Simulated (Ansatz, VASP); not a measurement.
## One calculation of BeS, two programs

```xyz
2
Lattice="0.0000 1.8654 1.8654 1.8654 0.0000 1.8654 1.8654 1.8654 0.0000" Properties=species:S:1:pos:R:3 pbc="T T T"
Be    0.0000    0.0000    0.0000
S     0.9327    0.9327    0.9327
```

Change from the starting cell: volume scaled by 0.45, PAW files.

Alike in both runs: task single point; functional r2SCAN; k mesh 15 × 15 × 15; occupations fermi-dirac, width 0.05 eV; no spin polarisation.

|  | VASP | Ansatz |
| --- | --- | --- |
| version | VASP 6.6.1 | Ansatz 0.2.0 |
| potentials or method | VASP PAW PBE potentials, release 64 (Be, S) | PAW with Ansatz's default frozen-core files, scalar-relativistic |
| plane-wave cutoff (eV) | 520 | 500 |
| valence electrons in the cell | 8 | 8 |

|  | VASP | Ansatz | Ansatz less VASP |
| --- | --- | --- | --- |
| pressure (GPa) | 328.2 | 329.0 | +0.84 |

VASP's potentials were made for PBE, not for r2SCAN. Both programs put the cell under a high pressure, so it lies far from rest at this level.

Noted on VASP's run: the cell as given lies far from equilibrium.
